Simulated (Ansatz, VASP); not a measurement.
# Sb: VASP beside Ansatz

```xyz
2
Lattice="0.0000 2.9470 2.9470 2.9470 0.0000 2.9470 2.9470 2.9470 0.0000" Properties=species:S:1:pos:R:3 pbc="T T T"
Sb   -0.7367   -0.7367   -0.7367
Sb    0.7367    0.7367    0.7367
```

Change from the starting cell: volume scaled by 0.6, LAPW.

Alike in both runs: task single point; functional PBE; k mesh 10 × 10 × 10; occupations fermi-dirac, width 0.08 eV; no spin polarisation.

|  | VASP | Ansatz |
| --- | --- | --- |
| version | VASP 6.6.1 | Ansatz 0.2.0 |
| potentials or method | VASP PAW PBE potentials, release 64 (Sb), cutoff 500 eV | all-electron LAPW, scalar-relativistic |

|  | VASP | Ansatz | Ansatz less VASP |
| --- | --- | --- | --- |
| pressure (GPa) | 45.5 | 44.8 | -0.75 |

Both programs put the cell under a high pressure, so it lies far from rest at this level. Ansatz ran all-electron here, and VASP with PAW potentials.

Spin-orbit coupling is off throughout.
